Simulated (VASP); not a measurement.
# TiO2 (I4_1/amd) in VASP: further runs

The runs below take TiO2 through single point, with r2SCAN.

Program: VASP 6.6.1. These are calculated values, not measurements. Logs are shortened: lines on timing, memory, paths and dates and some standing lists are left out, and cuts for length are marked.

### Step 1. The cell of the first run

It takes space group I4_1/amd (No. 141, tetragonal). Conventional cell: a = 3.665 Å, b = 3.665 Å, c = 9.295 Å, α = 90.00°, β = 90.00°, γ = 90.00°. Within 2.5 Å of Ti (site symmetry -4m2) lie 6 O at 1.87 to 1.93 Å. O (site symmetry 2mm) has 3 Ti at 1.87 to 1.93 Å and 2 O at 2.39 Å within 2.5 Å.

### Step 2. Single point, r2SCAN (strain -0.030 along x and y, -0.030 along z)

Contents of POSCAR:

```
TiO2
1.0
   -1.8323030467      1.8323030467      4.6476569410
    1.8323030467     -1.8323030467      4.6476569410
    1.8323030467      1.8323030467     -4.6476569410
Ti O
2 4
Direct
    0.0000000000      0.0000000000      0.0000000000
    0.7500000000      0.2500000000      0.5000000000
    0.2073045411      0.2073045411      0.0000000000
    0.9573045411      0.4573045411      0.5000000000
    0.5426954589      0.0426954589      0.5000000000
    0.7926954589      0.7926954589      0.0000000000
```

Contents of INCAR.step1:

```
SYSTEM = TiO2
PREC     = Accurate       ! precision mode
ENCUT    = 520            ! plane-wave cutoff, eV
ISMEAR   = 0              ! smearing method
SIGMA    = 0.05           ! smearing width, eV
LREAL    = .FALSE.        ! projectors in reciprocal space
LASPH    = .TRUE.         ! aspherical terms in the spheres
NELM     = 80             ! most SCF steps
NBANDS   = 33             ! bands
GGA      = PE             ! functional
ALGO     = Normal         ! electronic algorithm
EDIFF    = 1E-4           ! SCF threshold, eV
LWAVE    = .TRUE.         ! write WAVECAR
LCHARG   = .FALSE.        ! write CHGCAR
```

Contents of INCAR.step2:

```
SYSTEM = TiO2
PREC     = Accurate       ! precision mode
ENCUT    = 520            ! plane-wave cutoff, eV
EDIFF    = 1E-6           ! SCF threshold, eV
ISMEAR   = 0              ! smearing method
SIGMA    = 0.05           ! smearing width, eV
LREAL    = .FALSE.        ! projectors in reciprocal space
LASPH    = .TRUE.         ! aspherical terms in the spheres
NELM     = 80             ! most SCF steps
ALGO     = Normal         ! electronic algorithm
ISIF     = 2              ! what is computed and relaxed
LWAVE    = .FALSE.        ! write WAVECAR
LCHARG   = .FALSE.        ! write CHGCAR
METAGGA  = R2SCAN         ! meta-GGA
LMIXTAU  = .TRUE.       
NBANDS   = 33             ! bands
ISTART   = 1
```

Contents of KPOINTS:

```
regular mesh
0
G
  8 8 8
  0 0 0
```

Potentials or basis: VASP PAW PBE potentials, release 64 (Ti_sv, O).

Command:

```
$ cat potpaw_PBE.64/Ti_sv/POTCAR potpaw_PBE.64/O/POTCAR > POTCAR
$ cp INCAR.step1 INCAR
$ mpirun -np 1 vasp_std > vasp.out
$ cp INCAR.step2 INCAR
$ mpirun -np 1 vasp_std > vasp.out
```

OUTCAR:

```text
SYSTEM = TiO2
   PREC = Accurate
   ENCUT = 520
   EDIFF = 1E-6
   ISMEAR = 0
   LREAL = .FALSE.
   LASPH = .TRUE.
   NELM = 80
   ISIF = 2
   METAGGA = R2SCAN
   ISTART = 1

 ion  position               nearest neighbor table
   1  0.000  0.000  0.000-   4 1.87   5 1.87   5 1.87   4 1.87   3 1.93   6 1.93
   2  0.750  0.250  0.500-   3 1.87   6 1.87   6 1.87   3 1.87   4 1.93   5 1.93
   3  0.207  0.207  0.000-   2 1.87   2 1.87   1 1.93
   4  0.957  0.457  0.500-   1 1.87   1 1.87   2 1.93
   5  0.543  0.043  0.500-   1 1.87   1 1.87   2 1.93
   6  0.793  0.793  0.000-   2 1.87   2 1.87   1 1.93

  LATTYP: Found a body centered tetragonal cell.
 ALAT       =     3.6646060934
 C/A-ratio  =     2.5365110588

  Lattice vectors:

 A1 = (  -1.8323030467,   1.8323030467,   4.6476569410)
 A2 = (   1.8323030467,  -1.8323030467,   4.6476569410)
 A3 = (   1.8323030467,   1.8323030467,  -4.6476569410)

Analysis of symmetry for initial positions (statically):
=====================================================================
 Subroutine PRICEL returns:
 Original cell was already a primitive cell.

 Routine SETGRP: Setting up the symmetry group for a
 body centered tetragonal supercell.

 Subroutine GETGRP returns: Found 16 space group operations
 (whereof  8 operations were pure point group operations)
 out of a pool of 16 trial point group operations.

The static configuration has the point symmetry D_2d.
 The point group associated with its full space group is D_4h.

Analysis of symmetry for dynamics (positions and initial velocities):
=====================================================================
 Subroutine PRICEL returns:
 Original cell was already a primitive cell.

 Routine SETGRP: Setting up the symmetry group for a
 body centered tetragonal supercell.

 Subroutine GETGRP returns: Found 16 space group operations
 (whereof  8 operations were pure point group operations)
 out of a pool of 16 trial point group operations.

The dynamic configuration has the point symmetry D_2d.
 The point group associated with its full space group is D_4h.

 Subroutine INISYM returns: Found 16 space group operations
 (whereof  8 operations are pure point group operations),
 and found     1 'primitive' translations

----------------------------------------------------------------------------------------

                                     Primitive cell

[... 100 lines left out ...]
   EDIFFG = 0.1E-04   stopping-criterion for IOM
   NSW    =      0    number of steps for IOM
   IBRION =     -1    ionic relax: 0-MD 1-quasi-New 2-CG
   NFREE  =      0    steps in history (QN), initial steepest desc. (CG)
   ISIF   =      2    stress and relaxation
   ISYM   =      2    0-nonsym 1-usesym 2-fastsym
   POTIM  = 0.5000    time-step for ionic-motion
   TEBEG  =    0.0;   TEEND  =   0.0 temperature during run
   PSTRESS=    0.0 pullay stress
   NELECT =      48.0000    total number of electrons
   NUPDOWN=      -1.0000    fix difference up-down
   EMIN   =  10.00;   EMAX   =-10.00  energy-range for DOS
   EFERMI =   0.00;   METHOD = LEGACY
   ISMEAR =     0;   SIGMA  =   0.05  broadening in eV -4-tet -1-fermi 0-gaus
   EFERMI_NEDOS =   21; number of points for ismear=-14 and -15
   IALGO  =     38    algorithm
   IMIX   =      4    mixing-type and parameters
     AMIX     =   0.40;   BMIX     =  1.00
     AMIX_MAG =   1.60;   BMIX_MAG =  1.00
  volume/ion in A,a.u.               =      10.40        70.20
  Fermi-wavevector in a.u.,A,eV,Ry     =   1.499889  2.834379 30.608564  2.249666
  Thomas-Fermi vector in A             =   2.611460
   LORBIT       =      0    0 simple, 1 ext, 2 COOP (PROOUT), +10 PAW based schemes
   METAGGA = R2SCAN    functional components
   LHFCALC =     F    Hartree Fock is set to
   AEXX    =    0.0000 exact exchange contribution
   IVDW    =     0    specifies the selected vdW correction
   LEPSILON=     F    determine dielectric tensor
   LRPA    =     F    only Hartree local field effects (RPA)
 non-spin polarized calculation
 Gauss-broadening in eV      SIGMA  =   0.05
  energy-cutoff  :      520.00
  volume of cell :       62.41
 maximum number of plane-waves:      1698
   NGX = 19   NGY = 19   NGZ = 19

 number of electron      48.0000005 magnetization

 Free energy of the ion-electron system (eV)
  ---------------------------------------------------
  ext. energy  EPLUGINS =         0.00000000
  ---------------------------------------------------
  free energy    TOTEN  =       -69.36103320 eV

  energy without entropy =      -69.36103320  energy(sigma->0) =      -69.36103320

 E-fermi :   4.1449     XC(G=0): -11.9566

 val. band max:        3.8202579306   @ k =   0.5000   0.5000   0.0000
 cond. band min:       6.6532997952   @ k =   0.0000   0.0000   0.0000
 fundamental gap:      2.8330418646
 Fermi energy:         4.1449465241

 k-point     1 :       0.0000    0.0000    0.0000
  band No.  band energies     occupation
      1     -54.2974      2.00000
      2     -54.2063      2.00000
      3     -29.8839      2.00000
      4     -29.5338      2.00000
      5     -29.5338      2.00000
      6     -29.4354      2.00000
[... 853 lines left out ...]
     32      11.7999      0.00000
     33      12.4901      0.00000

 [... further k-points ...]

------------------------ aborting loop because EDIFF is reached ----------------------------------------

  FORCE on cell =-STRESS in cart. coord.  units (eV):
  Direction    XX          YY          ZZ          XY          YZ          ZX
  --------------------------------------------------------------------------------------
  -------------------------------------------------------------------------------------
  Total       10.2971433     10.2971433     10.6888185      0.0000000     -0.0000000      0.0000000
  in kB      264.3252651    264.3252651    274.3794756      0.0000000     -0.0000000      0.0000000
  external PRESSURE =     267.6766686 kB  Pullay stress =       0.0000000 kB

 VOLUME and BASIS-vectors are now :
 -----------------------------------------------------------------------------
  energy-cutoff  :      520.00
  volume of cell :       62.41
      direct lattice vectors                 reciprocal lattice vectors
    -1.832303047  1.832303047  4.647656941     0.000000000  0.272880625  0.107581090
     1.832303047 -1.832303047  4.647656941     0.272880625  0.000000000  0.107581090
     1.832303047  1.832303047 -4.647656941     0.272880625  0.272880625  0.000000000

 POSITION                                       TOTAL-FORCE (eV/Angst)
 -----------------------------------------------------------------------------------
      0.00000      0.00000      0.00000         0.000000      0.000000     -0.000000
     -0.00000      1.83230      2.32383         0.000000      0.000000      0.000000
      0.00000      0.00000      1.92696         0.000000      0.000000      0.634443
      0.00000      1.83230      4.25079         0.000000      0.000000      0.634443
     -0.00000      1.83230      0.39687        -0.000000     -0.000000     -0.634443
      0.00000      0.00000      7.36835        -0.000000     -0.000000     -0.634443
 -----------------------------------------------------------------------------------
    total drift:                               -0.000000     -0.000000     -0.000000

  FREE ENERGIE OF THE ION-ELECTRON SYSTEM (eV)
  ---------------------------------------------------
  free  energy   TOTEN  =       -69.3610331972 eV

  energy  without entropy=      -69.3610331972  energy(sigma->0) =      -69.36103320
```

OUTCAR.step1:

```text
SYSTEM = TiO2
   PREC = Accurate
   ENCUT = 520
   ISMEAR = 0
   LREAL = .FALSE.
   LASPH = .TRUE.
   NELM = 80
[... 1102 lines left out ...]
      0.00000      1.83230      4.25079         0.000000      0.000000      0.697316
     -0.00000      1.83230      0.39687         0.000000      0.000000     -0.697316
      0.00000      0.00000      7.36835         0.000000      0.000000     -0.697316
 -----------------------------------------------------------------------------------
    total drift:                               -0.000000     -0.000000     -0.000000

  FREE ENERGIE OF THE ION-ELECTRON SYSTEM (eV)
  ---------------------------------------------------
  free  energy   TOTEN  =       -53.1931155602 eV

  energy  without entropy=      -53.1931155602  energy(sigma->0) =      -53.19311556
```

OSZICAR.step1:

```text
N       E                     dE             d eps       ncg     rms          rms(c)
DAV:   1     0.672029449949E+03    0.67203E+03   -0.24341E+04  3894   0.172E+03
DAV:   2     0.312069727761E+02   -0.64082E+03   -0.59431E+03  4227   0.518E+02
DAV:   3    -0.646021436927E+02   -0.95809E+02   -0.94115E+02  5316   0.194E+02
DAV:   4    -0.694386069730E+02   -0.48365E+01   -0.48267E+01  5742   0.415E+01
DAV:   5    -0.696158256938E+02   -0.17722E+00   -0.17720E+00  4958   0.639E+00    0.363E+01
DAV:   6    -0.528940031778E+02    0.16722E+02   -0.71895E+01  5465   0.922E+01    0.104E+01
DAV:   7    -0.532544151114E+02   -0.36041E+00   -0.12686E+01  5056   0.294E+01    0.109E+01
DAV:   8    -0.531531892835E+02    0.10123E+00   -0.59830E-01  5361   0.791E+00    0.545E+00
DAV:   9    -0.532071420201E+02   -0.53953E-01   -0.37390E-01  5444   0.535E+00    0.163E+00
DAV:  10    -0.531948869986E+02    0.12255E-01   -0.73565E-02  5287   0.324E+00    0.644E-01
DAV:  11    -0.531932081050E+02    0.16789E-02   -0.12337E-02  5072   0.808E-01    0.701E-02
DAV:  12    -0.531931155602E+02    0.92545E-04   -0.80725E-04  4565   0.191E-01
   1 F= -.53193116E+02 E0= -.53193116E+02  d E =-.174654E-28
```

Wall time 19 min (1 thread of Intel Xeon 8259CL, shared host); peak memory 0.31 GiB.

Results:

| Item | Value |
| --- | --- |
| Free energy | -69.3610 eV |
| Pressure | 26.8 GPa |
| Largest force | 0.634 eV/Å |
| Band gap on the k mesh | 2.83 eV (least direct gap 3.12 eV) |

Forces on the atoms (eV/Å):
```
Ti   0.000  0.000  0.000
Ti   0.000  0.000  0.000
O    0.000  0.000  0.634
O    0.000  0.000  0.634
O    0.000  0.000 -0.634
O    0.000  0.000 -0.634
```

Caveat: the cell differs from its parent crystal (strain -0.030 along x and y, -0.030 along z); the cell stands under pressure; the PAW data sets were made with another functional, which shifts forces and pressure a little.

### Step 3. Single point, r2SCAN (strain -0.030 along x and y, -0.015 along z)

Changes to POSCAR since step 2:

```diff
@@ -2,5 +2,5 @@
 1.0
-   -1.8323030467      1.8323030467      4.6476569410
-    1.8323030467     -1.8323030467      4.6476569410
-    1.8323030467      1.8323030467     -4.6476569410
+   -1.8323030467      1.8323030467      4.7195279246
+    1.8323030467     -1.8323030467      4.7195279246
+    1.8323030467      1.8323030467     -4.7195279246
 Ti O
```

Contents of INCAR.step1:

```
SYSTEM = TiO2
PREC = Accurate ; ENCUT = 520
ISMEAR = 0 ; SIGMA = 0.05
LREAL = .False. ; LASPH = .True.
NELM = 80 ; NBANDS = 33
GGA = PE ; ALGO = Normal
EDIFF = 1E-4 ; LWAVE = .True.
LCHARG = .False.
```

Contents of INCAR.step2:

```
SYSTEM = TiO2
PREC = Accurate ; ENCUT = 520
EDIFF = 1E-6 ; ISMEAR = 0
SIGMA = 0.05 ; LREAL = .False.
LASPH = .True. ; NELM = 80
ALGO = Normal ; ISIF = 2
LWAVE = .False. ; LCHARG = .True.
METAGGA = R2SCAN ; LMIXTAU = .True.
LELF = .True. ; LVHAR = .True.
NBANDS = 33 ; ISTART = 1
```

Contents of KPOINTS:

```
regular mesh
0
Gamma
  8 8 8
  0 0 0
```

Potentials or basis: VASP PAW PBE potentials, release 64 (Ti_sv, O).

Command:

```
$ cat potpaw_PBE.64/Ti_sv/POTCAR potpaw_PBE.64/O/POTCAR > POTCAR
$ cp INCAR.step1 INCAR
$ mpirun -np 1 vasp_std > vasp.out
$ cp INCAR.step2 INCAR
$ mpirun -np 1 vasp_std > vasp.out
```

Wall time 18 min (1 thread of Intel Xeon 8259CL, shared host); peak memory 0.31 GiB.

The run converged. Its results:

| Quantity | Value |
| --- | --- |
| Free energy | -69.5008 eV |
| Pressure | 21.8 GPa |
| Largest force | 0.237 eV/Å |
| Band gap on the k mesh | 2.81 eV (least direct gap 3.13 eV) |

Forces in eV/Å, atoms in the order of the input:
```
Ti   0.000  0.000  0.000
Ti   0.000  0.000  0.000
O    0.000  0.000  0.237
O    0.000  0.000  0.237
O    0.000  0.000 -0.237
O    0.000  0.000 -0.237
```

Stress tensor (GPa, compression positive):
```
23.37  0.00  0.00
 0.00 23.37  0.00
 0.00  0.00 18.55
```

Levels at points of the mesh, in eV from the valence-band top:
```csv
k point,band 20,band 21,band 22,band 23,band 24,band 25,band 26,band 27,band 28,band 29
"(0.00, 0.00, 0.00)",-0.86,-0.74,-0.74,-0.51,-0.51,2.81,3.61,4.98,4.98,5.00
"(0.50, 0.00, 0.00)",-2.13,-2.08,-1.06,-0.76,-0.69,4.12,4.39,4.48,4.51,5.26
"(0.50, 0.50, 0.00)",-2.88,-2.23,-2.23,-0.01,-0.01,4.14,4.14,4.67,4.67,5.98
"(0.50, 0.50, 0.50)",-1.43,-1.29,-1.29,-0.06,-0.06,3.19,3.19,4.73,4.73,5.26
```

Caveat: the cell differs from its parent crystal (strain -0.030 along x and y, -0.015 along z); the cell stands under pressure; the PAW data sets were made with another functional, which shifts forces and pressure a little. A k mesh can miss the band edges.
